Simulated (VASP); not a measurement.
## Ge2H: relaxation of the atoms with PBEsol

The system is Ge2H, a slab with vacuum.

```xyz
36
Lattice="8.0539 0.0000 0.0000 0.0000 8.0539 0.0000 0.0000 0.0000 24.2992" Properties=species:S:1:pos:R:3 pbc="T T T"
Ge    0.0000    0.7835   15.3292
Ge    0.0000    3.2435   15.3292
Ge    4.0270    0.7835   15.3292
Ge    4.0270    3.2435   15.3292
Ge    2.0135    0.0000   14.1554
Ge    2.0135    4.0270   14.1554
Ge    6.0405    0.0000   14.1554
Ge    6.0405    4.0270   14.1554
Ge    2.0135    2.0135   12.7317
Ge    2.0135    6.0405   12.7317
Ge    6.0405    2.0135   12.7317
Ge    6.0405    6.0405   12.7317
Ge    0.0000    2.0135   11.3079
Ge    0.0000    6.0405   11.3079
Ge    4.0270    2.0135   11.3079
Ge    4.0270    6.0405   11.3079
Ge    0.0000    0.0000    9.8842
Ge    0.0000    4.0270    9.8842
Ge    4.0270    0.0000    9.8842
Ge    4.0270    4.0270    9.8842
Ge    2.0135    0.0000    8.4604
Ge    2.0135    4.0270    8.4604
Ge    6.0405    0.0000    8.4604
Ge    6.0405    4.0270    8.4604
H     2.0135    1.2293    7.5000
H     2.0135    6.8246    7.5000
H     2.0135    5.2563    7.5000
H     2.0135    2.7977    7.5000
H     6.0405    1.2293    7.5000
H     6.0405    6.8246    7.5000
H     6.0405    5.2563    7.5000
H     6.0405    2.7977    7.5000
H     0.0000    0.2835   16.7992
H     0.0000    3.7435   16.7992
H     4.0270    0.2835   16.7992
H     4.0270    3.7435   16.7992
```

| Property | Result |
| --- | --- |
| Program | VASP 6.6.1 |
| Task | relaxation of the atoms |
| Functional | PBEsol |
| Potentials or basis | VASP PAW PBE potentials, release 64 (Ge, H) |
| Cutoff | 300 eV |
| k mesh | 4 × 4 × 1 |
| Occupations | gaussian, width 0.03 eV |
| Spin | no spin polarisation |
| Atoms held fixed (from 0) | [20, 21, 22, 23, 24, 25, 26, 27, 28, 29, 30, 31] |
| Further INCAR settings | ALGO = Fast; EDIFF = 1e-07; IBRION = 2; EDIFFG = -0.005; NSW = 40 |

* Energy gained by relaxing: 9.8 meV/atom
* Ionic steps: 25
* Band gap on the k mesh: 0.94 eV

The path:
```csv
step,energy change (eV),largest force on free atoms (eV/Å),pressure (GPa)
1,0.0000,0.8117,-0.01
2,-0.1478,0.4034,-0.01
3,-0.1799,0.4574,-0.01
4,-0.2544,0.3080,-0.04
5,-0.2866,0.2771,-0.06
6,-0.3223,0.1643,-0.08
7,-0.3286,0.1936,-0.09
8,-0.3411,0.1308,-0.09
9,-0.3415,0.1286,-0.09
10,-0.3460,0.0746,-0.10
11,-0.3462,0.0812,-0.11
12,-0.3486,0.0670,-0.09
13,-0.3487,0.0602,-0.09
14,-0.3503,0.0310,-0.08
15,-0.3503,0.0343,-0.08
16,-0.3506,0.0202,-0.08
17,-0.3506,0.0202,-0.08
18,-0.3509,0.0174,-0.08
19,-0.3513,0.0214,-0.08
20,-0.3515,0.0071,-0.09
21,-0.3515,0.0115,-0.09
22,-0.3516,0.0066,-0.09
23,-0.3516,0.0078,-0.09
24,-0.3516,0.0061,-0.09
25,-0.3516,0.0047,-0.09
```

Final structure:
```yaml
crystal:
  lattice:
    - [8.05395, 0.00000, 0.00000]
    - [0.00000, 8.05395, 0.00000]
    - [0.00000, 0.00000, 24.29918]
  atoms:
    - { symbol: Ge, position: [0.00000, 0.09453, 0.63274] }
    - { symbol: Ge, position: [0.00000, 0.40547, 0.63274] }
    - { symbol: Ge, position: [0.50000, 0.09453, 0.63274] }
    - { symbol: Ge, position: [0.50000, 0.40547, 0.63274] }
    - { symbol: Ge, position: [0.25000, 0.01463, 0.58087] }
    - { symbol: Ge, position: [0.25000, 0.48537, 0.58087] }
    - { symbol: Ge, position: [0.75000, 0.01463, 0.58087] }
    - { symbol: Ge, position: [0.75000, 0.48537, 0.58087] }
    - { symbol: Ge, position: [0.25000, 0.25000, 0.51656] }
    - { symbol: Ge, position: [0.25000, 0.75000, 0.52750] }
    - { symbol: Ge, position: [0.75000, 0.25000, 0.51656] }
    - { symbol: Ge, position: [0.75000, 0.75000, 0.52750] }
    - { symbol: Ge, position: [0.00000, 0.25000, 0.46026] }
    - { symbol: Ge, position: [0.00000, 0.75000, 0.46714] }
    - { symbol: Ge, position: [0.50000, 0.25000, 0.46026] }
    - { symbol: Ge, position: [0.50000, 0.75000, 0.46714] }
    - { symbol: Ge, position: [0.00000, 0.99623, 0.40530] }
    - { symbol: Ge, position: [0.00000, 0.50377, 0.40530] }
    - { symbol: Ge, position: [0.50000, 0.99623, 0.40530] }
    - { symbol: Ge, position: [0.50000, 0.50377, 0.40530] }
    - { symbol: Ge, position: [0.25000, 0.00000, 0.34818] }
    - { symbol: Ge, position: [0.25000, 0.50000, 0.34818] }
    - { symbol: Ge, position: [0.75000, 0.00000, 0.34818] }
    - { symbol: Ge, position: [0.75000, 0.50000, 0.34818] }
    - { symbol: H, position: [0.25000, 0.15263, 0.30865] }
    - { symbol: H, position: [0.25000, 0.84737, 0.30865] }
    - { symbol: H, position: [0.25000, 0.65263, 0.30865] }
    - { symbol: H, position: [0.25000, 0.34737, 0.30865] }
    - { symbol: H, position: [0.75000, 0.15263, 0.30865] }
    - { symbol: H, position: [0.75000, 0.84737, 0.30865] }
    - { symbol: H, position: [0.75000, 0.65263, 0.30865] }
    - { symbol: H, position: [0.75000, 0.34737, 0.30865] }
    - { symbol: H, position: [0.00000, 0.02831, 0.69325] }
    - { symbol: H, position: [0.00000, 0.47169, 0.69325] }
    - { symbol: H, position: [0.50000, 0.02831, 0.69325] }
    - { symbol: H, position: [0.50000, 0.47169, 0.69325] }
```

Levels at points of the mesh, in eV from the valence-band top:
| k point | band 52 | band 53 | band 54 | band 55 | band 56 | band 57 |
| --- | --- | --- | --- | --- | --- | --- |
| (0.00, 0.00, 0.00) | -0.45 | -0.26 | -0.12 | 0.94 | 1.19 | 1.45 |
| (0.50, 0.00, 0.00) | -0.94 | -0.33 | -0.33 | 1.48 | 1.48 | 1.80 |
| (0.00, 0.50, 0.00) | -0.66 | -0.19 | 0.00 | 1.32 | 1.56 | 1.72 |
| (0.50, 0.50, 0.00) | -1.19 | -0.80 | -0.80 | 1.96 | 1.96 | 2.14 |

It took 2 h on 4 MPI ranks on Intel(R) Xeon(R) Platinum 8375C CPU @ 2.90GHz (Ice Lake), with other jobs on the host, peak memory 0.97 GiB a rank.

Caveat: the cutoff is under 1.25 times the usual one of these potentials, so pressure, stress and relaxed cells hold a basis-set (Pulay) error; the PAW data sets were made with another functional, which shifts forces and pressure a little.
